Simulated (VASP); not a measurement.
Set up this calculation in VASP 6.6.1, as the native input.

```yaml
Task: single point
Functional: r2SCAN
Potentials_or_basis: VASP PAW PBE potentials, release 64 (Sb, Ag, Pb_d)
Cutoff: 520 eV
k_mesh: 8 × 8 × 4
Occupations: gaussian, width 0.144 eV
Spin: no spin polarisation
Dipole_correction: no
Further_INCAR_settings: ALGO = Normal; EDIFF = 1e-06; NBANDS = 36
```

AgSb3Pb2:

```
CELL_PARAMETERS angstrom
4.24704 0.00000 0.00000
0.00000 4.24704 0.00000
0.00000 0.00000 9.30794
ATOMIC_POSITIONS crystal
Sb 0.50000 0.50000 0.00000
Sb 0.00000 0.50000 0.38200
Sb 0.50000 0.00000 0.61800
Ag 0.00000 0.00000 0.00000
Pb 0.00000 0.50000 0.73400
Pb 0.50000 0.00000 0.26600
```

These files were run (other wordings do the same):

POSCAR

```
AgSb3Pb2
1.0
    4.2470380000      0.0000000000      0.0000000000
    0.0000000000      4.2470380000      0.0000000000
    0.0000000000      0.0000000000      9.3079400000
Sb Ag Pb
3 1 2
Direct
    0.5000000000      0.5000000000      0.0000000000
    0.0000000000      0.5000000000      0.3820000000
    0.5000000000      0.0000000000      0.6180000000
    0.0000000000      0.0000000000      0.0000000000
    0.0000000000      0.5000000000      0.7340000000
    0.5000000000      0.0000000000      0.2660000000
```

INCAR.step1

```
SYSTEM = AgSb3Pb2
PREC = Accurate
ENCUT = 520
ISMEAR = 0
SIGMA = 0.144
LREAL = .FALSE.
LASPH = .TRUE.
NELM = 100
NBANDS = 36
GGA = PE
ALGO = Normal
EDIFF = 1E-4
LWAVE = .TRUE.
LCHARG = .FALSE.
```

INCAR.step2

```
SYSTEM = AgSb3Pb2
PREC = Accurate
ENCUT = 520
EDIFF = 1E-6
ISMEAR = 0
SIGMA = 0.144
LREAL = .FALSE.
LASPH = .TRUE.
NELM = 100
ALGO = Normal
ISIF = 2
LWAVE = .FALSE.
LCHARG = .FALSE.
METAGGA = R2SCAN
LMIXTAU = .TRUE.
NBANDS = 36
ISTART = 1
```

KPOINTS

```
Automatic mesh
0
G
  8 8 4
  0 0 0
```

Potentials or basis: VASP PAW PBE potentials, release 64 (Sb, Ag, Pb_d).

Command:

```console
$ cat potpaw_PBE.64/Sb/POTCAR potpaw_PBE.64/Ag/POTCAR potpaw_PBE.64/Pb_d/POTCAR > POTCAR
$ cp INCAR.step1 INCAR
$ mpirun -np 1 vasp_std > vasp.out
$ cp INCAR.step2 INCAR
$ mpirun -np 1 vasp_std > vasp.out
```

Results of the run:

```yaml
Pressure: 0.9 GPa
Largest_force: 0.422 eV/Å
Band_gap_on_the_k_mesh: zero (bands 27 and 28 overlap by 2.12 eV)
```

Caveat: the PAW data sets were made with another functional, which shifts forces and pressure a little; spin-orbit coupling is left out, which moves the levels of the heavy elements.

It took 12 min on 1 thread of Intel(R) Xeon(R) Platinum 8488C (Sapphire Rapids), on a shared host, peak memory 0.45 GiB.
